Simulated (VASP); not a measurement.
# TiB2 in VASP: single point with PBE+D3(BJ)

Aim: the single point of TiB2 with PBE+D3(BJ).

All numbers are computed with VASP 6.6.1; they aren't measurements. Logs are shortened: lines on timing, memory, paths and dates and some standing lists are left out, and cuts for length are marked.

## Step 1: The cell of the first run

The cell holds a slab with vacuum, 36 atoms: a = 6.007 Å, b = 6.363 Å, c = 22.937 Å, α = 90.00°, β = 90.00°, γ = 90.00°.

## Step 2: Single point, PBE+D3(BJ)

Input file INCAR:

```
PREC = Accurate
ENCUT = 520
EDIFF = 1E-6
ISMEAR = 0
SIGMA = 0.1
LREAL = Auto
LASPH = True
NELM = 100
ALGO = Normal
ISIF = 2
LWAVE = False
LCHARG = False
LDIPOL = True
IDIPOL = 3
DIPOL = 0.5 0.5 0.501
GGA = PE
IVDW = 12
NBANDS = 132
```

Input file KPOINTS:

```
Automatic mesh
0
Gamma
  3 3 1
```

Input file POSCAR:

```
TiB2
1.0
    6.0074565198      0.0000000000      0.0000000000
    0.0000000000      6.3633101388      0.0000000000
    0.0000000000      0.0000000000     22.9368132777
B Ti
24 12
Direct
    0.5000000000      0.2500000000      0.3487842842
    0.5000000000      0.7500000000      0.3487842842
    0.0000000000      0.2500000000      0.3487842842
    0.0000000000      0.7500000000      0.3487842842
    0.5000000000      0.2500000000      0.4243921421
    0.5000000000      0.7500000000      0.4243921421
    0.0000000000      0.2500000000      0.4243921421
    0.0000000000      0.7500000000      0.4243921421
    0.7500000000      0.2500000000      0.4621960710
    0.7500000000      0.7500000000      0.4621960710
    0.2500000000      0.2500000000      0.4621960710
    0.2500000000      0.7500000000      0.4621960710
    0.7500000000      0.2500000000      0.5386069174
    0.7500000000      0.7500000000      0.5386069174
    0.2500000000      0.2500000000      0.5386069174
    0.2500000000      0.7500000000      0.5386069174
    0.0000000000      0.2500000000      0.5763589842
    0.0000000000      0.7500000000      0.5763589842
    0.5000000000      0.2500000000      0.5763589842
    0.5000000000      0.7500000000      0.5763589842
    0.0000000000      0.2500000000      0.6496735019
    0.0000000000      0.7500000000      0.6496735019
    0.5000000000      0.2500000000      0.6496735019
    0.5000000000      0.7500000000      0.6496735019
    0.2500000000      0.0000000000      0.3865882131
    0.2500000000      0.5000000000      0.3865882131
    0.7500000000      0.0000000000      0.3865882131
    0.7500000000      0.5000000000      0.3865882131
    0.5000000000      0.0000000000      0.5006558027
    0.5000000000      0.5000000000      0.5006558027
    0.0000000000      0.0000000000      0.5006558027
    0.0000000000      0.5000000000      0.5006558027
    0.7500000000      0.0000000000      0.6176342509
    0.7500000000      0.5000000000      0.6176342509
    0.2500000000      0.0000000000      0.6176342509
    0.2500000000      0.5000000000      0.6176342509
```

Potentials or basis: VASP PAW PBE potentials, release 64 (B, Ti_sv).

The run is started by

```bash
$ cat potpaw_PBE.64/B/POTCAR potpaw_PBE.64/Ti_sv/POTCAR > POTCAR
$ mpirun -np 1 vasp_std > vasp.out
```

OUTCAR:

```text
PREC = Accurate
   ENCUT = 520
   EDIFF = 1E-6
   ISMEAR = 0
   LREAL = Auto
   LASPH = True
   NELM = 100
   ISIF = 2
   GGA = PE
   IVDW = 12
 IVDW          = 12

 ion  position               nearest neighbor table
   1  0.500  0.250  0.349-   5 1.73  25 2.35  26 2.35  27 2.35  28 2.35
   2  0.500  0.750  0.349-   6 1.73  25 2.35  26 2.35  27 2.35  28 2.35
   3  0.000  0.250  0.349-   7 1.73  25 2.35  26 2.35  27 2.35  28 2.35
   4  0.000  0.750  0.349-   8 1.73  25 2.35  26 2.35  27 2.35  28 2.35
   5  0.500  0.250  0.424-   9 1.73  11 1.73   1 1.73  25 2.35  26 2.35  27 2.35  28 2.35  29 2.36
                            30 2.36
   6  0.500  0.750  0.424-  10 1.73  12 1.73   2 1.73  25 2.35  26 2.35  27 2.35  28 2.35  29 2.36
                            30 2.36
   7  0.000  0.250  0.424-   9 1.73  11 1.73   3 1.73  25 2.35  26 2.35  27 2.35  28 2.35  31 2.36
                            32 2.36
   8  0.000  0.750  0.424-  10 1.73  12 1.73   4 1.73  25 2.35  26 2.35  27 2.35  28 2.35  31 2.36
                            32 2.36
   9  0.750  0.250  0.462-   5 1.73   7 1.73  13 1.75  27 2.35  28 2.35  29 2.36  30 2.36  31 2.36
                            32 2.36
  10  0.750  0.750  0.462-   6 1.73   8 1.73  14 1.75  27 2.35  28 2.35  29 2.36  30 2.36  31 2.36
                            32 2.36
  11  0.250  0.250  0.462-   5 1.73   7 1.73  15 1.75  25 2.35  26 2.35  29 2.36  30 2.36  31 2.36
[... 55 lines left out ...]
 A1 = (   6.0074565198,   0.0000000000,   0.0000000000)
 A2 = (   0.0000000000,   6.3633101388,   0.0000000000)
 A3 = (   0.0000000000,   0.0000000000,  22.9368132777)

Analysis of symmetry for initial positions (statically):
=====================================================================
 Subroutine PRICEL returns following result:

  LATTYP: Found a simple orthorhombic cell.
 ALAT       =     3.0037282599
 B/A-ratio  =     1.0592353216
 C/A-ratio  =     7.6361146193

  Lattice vectors:

 A1 = (   3.0037282599,   0.0000000000,   0.0000000000)
 A2 = (   0.0000000000,   3.1816550694,   0.0000000000)
 A3 = (   0.0000000000,   0.0000000000,  22.9368132777)

   4 primitive cells build up your supercell.

 Routine SETGRP: Setting up the symmetry group for a
 simple orthorhombic supercell.

 Subroutine GETGRP returns: Found  4 space group operations
 (whereof  4 operations were pure point group operations)
 out of a pool of  8 trial point group operations.

The static configuration has the point symmetry C_2v.

Analysis of symmetry for dynamics (positions and initial velocities):
=====================================================================
 Subroutine PRICEL returns following result:

  LATTYP: Found a simple orthorhombic cell.
 ALAT       =     3.0037282599
 B/A-ratio  =     1.0592353216
 C/A-ratio  =     7.6361146193

  Lattice vectors:

 A1 = (   3.0037282599,   0.0000000000,   0.0000000000)
 A2 = (   0.0000000000,   3.1816550694,   0.0000000000)
 A3 = (   0.0000000000,   0.0000000000,  22.9368132777)

   4 primitive cells build up your supercell.

 Routine SETGRP: Setting up the symmetry group for a
 simple orthorhombic supercell.

 Subroutine GETGRP returns: Found  4 space group operations
 (whereof  4 operations were pure point group operations)
 out of a pool of  8 trial point group operations.

The dynamic configuration has the point symmetry C_2v.

 Subroutine INISYM returns: Found  4 space group operations
 (whereof  4 operations are pure point group operations),
 and found     4 'primitive' translations

----------------------------------------------------------------------------------------

                                     Primitive cell

  volume of cell :     219.2032

  direct lattice vectors                    reciprocal lattice vectors
     3.003728260  0.000000000  0.000000000     0.332919596  0.000000000  0.000000000
     0.000000000  3.181655069  0.000000000     0.000000000  0.314301827  0.000000000
     0.000000000  0.000000000 22.936813278     0.000000000  0.000000000  0.043598036

  length of vectors
     3.003728260  3.181655069 22.936813278     0.332919596  0.314301827  0.043598036

  position of ions in fractional coordinates (direct lattice)
     0.000000000  0.500000000  0.348784284
     0.000000000  0.500000000  0.424392142
     0.500000000  0.500000000  0.462196071
     0.500000000  0.500000000  0.538606917
     0.000000000  0.500000000  0.576358984
     0.000000000  0.500000000  0.649673502
     0.500000000  0.000000000  0.386588213
     0.000000000  0.000000000  0.500655803
     0.500000000  0.000000000  0.617634251

  ion indices of the primitive-cell ions
   primitive index   ion index
                 1           1
                 2           5
                 3           9
                 4          13
                 5          19
                 6          23
                 7          25
                 8          29
                 9          33

----------------------------------------------------------------------------------------

 KPOINTS: Automatic mesh

Automatic generation of k-mesh.
 Grid dimensions read from file:
 generate k-points for:    3    3    1

 Generating k-lattice:

  Cartesian coordinates                     Fractional coordinates (reciprocal lattice)
     0.055486599  0.000000000  0.000000000     0.333333333  0.000000000  0.000000000
     0.000000000  0.052383638  0.000000000     0.000000000  0.333333333  0.000000000
     0.000000000  0.000000000  0.043598036     0.000000000  0.000000000  1.000000000

  Length of vectors
     0.055486599  0.052383638  0.043598036

  Shift w.r.t. Gamma in fractional coordinates (k-lattice)
     0.000000000  0.000000000  0.000000000

 Subroutine IBZKPT returns following result:
 ===========================================

 Found      4 irreducible k-points:

 Following reciprocal coordinates:
            Coordinates               Weight
  0.000000  0.000000  0.000000      1.000000
  0.333333  0.000000  0.000000      2.000000
  0.000000  0.333333  0.000000      2.000000
  0.333333  0.333333  0.000000      4.000000
   k-points           NKPTS =      4   k-points in BZ     NKDIM =      4   number of bands    NBANDS=    132
   number of dos      NEDOS =    301   number of ions     NIONS =     36
   total plane-waves  NPLWV = 414720
   dimension x,y,z NGX =    48 NGY =   48 NGZ =  180
   dimension x,y,z NGXF=    96 NGYF=   96 NGZF=  360
   ions per type =              24  12
   NGX,Y,Z   is equivalent  to a cutoff of  13.28, 12.54, 13.05 a.u.
   NGXF,Y,Z  is equivalent  to a cutoff of  26.57, 25.08, 26.09 a.u.
 SYSTEM =  unknown system
   PREC   = accura    normal or accurate (medium, high low for compatibility)
   ISTART =      0    job   : 0-new  1-cont  2-samecut
   ICHARG =      2    charge: 1-file 2-atom 10-const
   ISPIN  =      1    spin polarized calculation?
   LNONCOLLINEAR =      F non collinear calculations
   LSORBIT =      F    spin-orbit coupling
   LASPH  =      T    aspherical Exc in radial PAW
   ENCUT  =  520.0 eV  38.22 Ry    6.18 a.u.  11.17 11.83 42.65*2*pi/ulx,y,z
   NELM   =    100;   NELMIN=  2; NELMDL= -5     # of ELM steps
   EDIFF  = 0.1E-05   stopping-criterion for ELM
   LREAL  =      T    real-space projection
   EDIFFG = 0.1E-04   stopping-criterion for IOM
   NSW    =      0    number of steps for IOM
   IBRION =     -1    ionic relax: 0-MD 1-quasi-New 2-CG
   NFREE  =      0    steps in history (QN), initial steepest desc. (CG)
   ISIF   =      2    stress and relaxation
   ISYM   =      2    0-nonsym 1-usesym 2-fastsym
   POTIM  = 0.5000    time-step for ionic-motion
   TEBEG  =    0.0;   TEEND  =   0.0 temperature during run
   PSTRESS=    0.0 pullay stress
   NELECT =     216.0000    total number of electrons
   NUPDOWN=      -1.0000    fix difference up-down
   EMIN   =  10.00;   EMAX   =-10.00  energy-range for DOS
   EFERMI =   0.00;   METHOD = LEGACY
   ISMEAR =     0;   SIGMA  =   0.10  broadening in eV -4-tet -1-fermi 0-gaus
   EFERMI_NEDOS =   21; number of points for ismear=-14 and -15
   IALGO  =     38    algorithm
   IMIX   =      4    mixing-type and parameters
     AMIX     =   0.40;   BMIX     =  1.00
     AMIX_MAG =   1.60;   BMIX_MAG =  1.00
  volume/ion in A,a.u.               =      24.36       164.36
  Fermi-wavevector in a.u.,A,eV,Ry     =   1.026259  1.939349 14.329769  1.053208
  Thomas-Fermi vector in A             =   2.160143
   LORBIT       =      0    0 simple, 1 ext, 2 COOP (PROOUT), +10 PAW based schemes
   GGA     = PE    functional components
   LHFCALC =     F    Hartree Fock is set to
   AEXX    =    0.0000 exact exchange contribution
   IVDW    =    12    specifies the selected vdW correction
   LEPSILON=     F    determine dielectric tensor
   LRPA    =     F    only Hartree local field effects (RPA)
 non-spin polarized calculation
 Gauss-broadening in eV      SIGMA  =   0.10
  energy-cutoff  :      520.00
  volume of cell :      876.81
 maximum number of plane-waves:     23651
 NGX is ok and might be reduce to    48
   NGX = 23   NGY = 23   NGZ = 85

 dipolmoment           0.000000      0.000000      0.000985 electrons x Angstroem

 number of electron     215.9999941 magnetization

 dipolmoment           0.000000      0.000000     -0.008003 electrons x Angstroem

 Free energy of the ion-electron system (eV)
  ---------------------------------------------------
  ext. energy  EPLUGINS =         0.00000000
  ---------------------------------------------------
  free energy    TOTEN  =      -270.04770702 eV

  energy without entropy =     -270.00105934  energy(sigma->0) =     -270.02438318

 E-fermi :  -0.1596     XC(G=0):  -5.3846

 val. band max:       -0.1945927724   @ k =   0.0000   0.0000   0.0000
 cond. band min:      -0.1535815596   @ k =   0.3333   0.3333   0.0000
 fundamental gap:      0.0410112128
 Fermi energy:        -0.1595868282

 k-point     1 :       0.0000    0.0000    0.0000
  band No.  band energies     occupation
      1     -56.8468      2.00000
      2     -56.8296      2.00000
      3     -56.8142      2.00000
      4     -56.7975      2.00000
      5     -56.6888      2.00000
      6     -56.6863      2.00000
[... 481 lines left out ...]
    119       1.6581      0.00000
    120       1.6973      0.00000
 [bands above 120 left out]

------------------------ aborting loop because EDIFF is reached ----------------------------------------

 vacuum level on the upper side and lower side of the slab       (xc-potential included)        -0.176        -0.148

 Edisp (eV)  -11.10671

 E8    (eV) :    -4.7737

  FORCE on cell =-STRESS in cart. coord.  units (eV):
  Direction    XX          YY          ZZ          XY          YZ          ZX
  --------------------------------------------------------------------------------------
  -------------------------------------------------------------------------------------
  Total     -17.24021   -21.88195    -2.09996     0.00000     0.00000     0.00000
  in kB     -31.50260   -39.98432    -3.83721     0.00000     0.00000     0.00000
  external pressure =      -25.11 kB  Pullay stress =        0.00 kB

 VOLUME and BASIS-vectors are now :
 -----------------------------------------------------------------------------
  energy-cutoff  :      520.00
  volume of cell :      876.81
      direct lattice vectors                 reciprocal lattice vectors
     6.007456520  0.000000000  0.000000000     0.166459798  0.000000000  0.000000000
     0.000000000  6.363310139  0.000000000     0.000000000  0.157150913  0.000000000
     0.000000000  0.000000000 22.936813278     0.000000000  0.000000000  0.043598036

 POSITION                                       TOTAL-FORCE (eV/Angst)
 -----------------------------------------------------------------------------------
      3.00373      1.59083      8.00000         0.000000     -0.000000      0.974853
      3.00373      4.77248      8.00000        -0.000000      0.000000      0.974853
      0.00000      1.59083      8.00000        -0.000000      0.000000      0.974853
      0.00000      4.77248      8.00000        -0.000000     -0.000000      0.974853
      3.00373      1.59083      9.73420        -0.000000     -0.000000     -0.213761
      3.00373      4.77248      9.73420         0.000000     -0.000000     -0.213761
[... 28 lines left out ...]
      1.50186      0.00000     14.16656        -0.000000     -0.000000      0.002825
      1.50186      3.18166     14.16656        -0.000000      0.000000      0.002825
 -----------------------------------------------------------------------------------
    total drift:                                0.000000      0.000000      0.177948

  FREE ENERGIE OF THE ION-ELECTRON SYSTEM (eV)
  ---------------------------------------------------
  free  energy   TOTEN  =      -281.1544141894 eV

  energy  without entropy=     -281.1077665060  energy(sigma->0) =     -281.13109035

 vacuum level on the upper side and lower side of the slab         5.312         5.338
```

Wall time 15 min (1 thread of Intel Xeon Platinum 8488C (Sapphire Rapids), shared host); peak memory 0.94 GiB.

What came out:

```
Free energy                : -281.1544 eV
Largest force              : 1.042 eV/Å
Band gap on the k mesh     : zero (bands 108 and 109 overlap by 0.72 eV)
Dispersion energy per atom : -0.309 eV
```

Forces on the atoms (eV/Å):
```
B    0.000  0.000  0.975
B    0.000  0.000  0.975
B    0.000  0.000  0.975
B    0.000  0.000  0.975
B    0.000  0.000 -0.214
B    0.000  0.000 -0.214
B    0.000  0.000 -0.214
B    0.000  0.000 -0.214
B    0.000  0.000  0.278
B    0.000  0.000  0.278
B    0.000  0.000  0.278
B    0.000  0.000  0.278
B    0.000  0.000 -0.008
B    0.000  0.000 -0.008
B    0.000  0.000 -0.008
B    0.000  0.000 -0.008
B    0.000  0.000 -0.003
B    0.000  0.000 -0.003
B    0.000  0.000 -0.003
B    0.000  0.000 -0.003
B    0.000  0.000  0.009
B    0.000  0.000  0.009
B    0.000  0.000  0.009
B    0.000  0.000  0.009
Ti   0.000  0.000 -1.042
Ti   0.000  0.000 -1.042
Ti   0.000  0.000 -1.042
Ti   0.000  0.000 -1.042
Ti   0.000  0.000  0.002
Ti   0.000  0.000  0.002
Ti   0.000  0.000  0.002
Ti   0.000  0.000  0.002
Ti   0.000  0.000  0.003
Ti   0.000  0.000  0.003
Ti   0.000  0.000  0.003
Ti   0.000  0.000  0.003
```

The gap in the log of VASP goes by the Fermi energy; the results here count the filled bands.